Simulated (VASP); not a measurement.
HfHgF:

```
CELL_PARAMETERS angstrom
4.09412 0.00000 0.00000
-2.04706 3.54561 0.00000
0.00000 0.00000 4.96684
ATOMIC_POSITIONS crystal
Hf 0.66667 0.33333 0.50000
Hg 0.33333 0.66667 0.50000
F 0.00000 0.00000 0.00000
```

* Program: VASP 6.6.1
* Task: relaxation of cell and atoms
* Functional: PBE
* Potentials or basis: VASP PAW PBE potentials, release 64 (Hf_pv, Hg, F)
* Cutoff: 600 eV
* k mesh: 6 × 6 × 4
* Occupations: gaussian, width 0.1 eV
* Spin: no spin polarisation

At the start: pressure 24.3 GPa; volume 24.03 Å³/atom.

Q: How do energy, volume and symmetry change on relaxing?

A: Over 12 steps the energy falls by 1270.2 meV/atom and the volume is 20.59 Å³/atom (-14.3 %); space group P-6m2 (No. 187, to 0.05 Å).

Step by step:
| step | energy change (eV) | largest force (eV/Å) | pressure (GPa) | volume (Å³) |
| --- | --- | --- | --- | --- |
| 1 | 0.0000 | 0.0000 | 24.26 | 72.10 |
| 2 | -1.3073 | 0.0000 | -8.36 | 113.73 |
| 3 | -2.0803 | 0.0000 | -2.61 | 92.88 |
| 4 | -2.0804 | 0.0000 | -2.39 | 92.44 |
| 5 | -2.2828 | 0.0000 | -2.41 | 87.68 |
| 6 | -2.7425 | 0.0000 | -2.62 | 78.52 |
| 7 | -3.7848 | 0.0000 | 2.70 | 60.02 |
| 8 | -3.7581 | 0.0000 | -1.78 | 62.82 |
| 9 | -3.8091 | 0.0000 | 0.57 | 61.19 |
| 10 | -3.8091 | 0.0000 | 0.60 | 61.16 |
| 11 | -3.8102 | 0.0000 | -0.37 | 62.10 |
| 12 | -3.8106 | 0.0000 | -0.04 | 61.77 |

Final structure:
```xyz
3
Lattice="4.8125 0.0000 0.0000 -2.4063 4.1678 0.0000 0.0000 0.0000 3.0798" Properties=species:S:1:pos:R:3 pbc="T T T"
Hf    2.4063    1.3893    1.5399
Hg    0.0000    2.7785    1.5399
F     0.0000    0.0000    0.0000
```

Caveat: an odd number of electrons without spin polarisation forces a metal; a magnetic or distorted state may lie lower.
